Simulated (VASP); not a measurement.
A run of VASP 6.6.1 is set up as follows.

Contents of INCAR:

```
ALGO = Fast
EDIFF = 1E-6
EDIFFG = -0.04
ENCUT = 600
GGA = PE
IBRION = 2
ISIF = 3
ISMEAR = 0
LASPH = True
LCHARG = False
LREAL = False
LWAVE = False
NELM = 100
NSW = 90
PREC = Accurate
SIGMA = 0.1
```

File KPOINTS:

```
k-points
0
Gamma
  4 4 4
```

File POSCAR:

```
Al6SiSe3
1.0
    6.1078998400      0.0000000000      0.0000000000
    0.0000000000      6.1078998400      0.0000000000
    0.0000000000      0.0000000000      6.1078998400
Al Si Se
6 1 3
Direct
    0.2145338700      0.5000000000      0.5000000000
    0.7854661300      0.5000000000      0.5000000000
    0.5000000000      0.2145338700      0.5000000000
    0.5000000000      0.7854661300      0.5000000000
    0.5000000000      0.5000000000      0.2145338700
    0.5000000000      0.5000000000      0.7854661300
    0.0000000000      0.0000000000      0.0000000000
    0.5000000000      0.0000000000      0.0000000000
    0.0000000000      0.5000000000      0.0000000000
    0.0000000000      0.0000000000      0.5000000000
```

Potentials or basis: VASP PAW PBE potentials, release 64 (Al, Si, Se).

Run with:

```sh
$ cat potpaw_PBE.64/Al/POTCAR potpaw_PBE.64/Si/POTCAR potpaw_PBE.64/Se/POTCAR > POTCAR
$ mpirun -np 1 vasp_std > vasp.out
```

**Question.** Predict the relaxed volume.

**Answer.** 22.58 Å³/atom.

**Question.** Predict the relaxed cell.

**Answer.** a = 6.090 Å, b = 6.090 Å, c = 6.090 Å, α = 90.00°, β = 90.00°, γ = 90.00°.

**Question.** Estimate the band gap on the k mesh.

**Answer.** Zero (bands 20 and 21 overlap by 0.05 eV).

**Question.** What does it give for the space group after relaxing (to 0.1 Å)?

**Answer.** Pm-3m (No. 221).

Final structure:
```
CELL_PARAMETERS angstrom
6.08978 0.00000 0.00000
0.00000 6.08978 0.00000
0.00000 0.00000 6.08978
ATOMIC_POSITIONS crystal
Al 0.19305 0.50000 0.50000
Al 0.80695 0.50000 0.50000
Al 0.50000 0.19305 0.50000
Al 0.50000 0.80695 0.50000
Al 0.50000 0.50000 0.19305
Al 0.50000 0.50000 0.80695
Si 0.00000 0.00000 0.00000
Se 0.50000 0.00000 0.00000
Se 0.00000 0.50000 0.00000
Se 0.00000 0.00000 0.50000
```
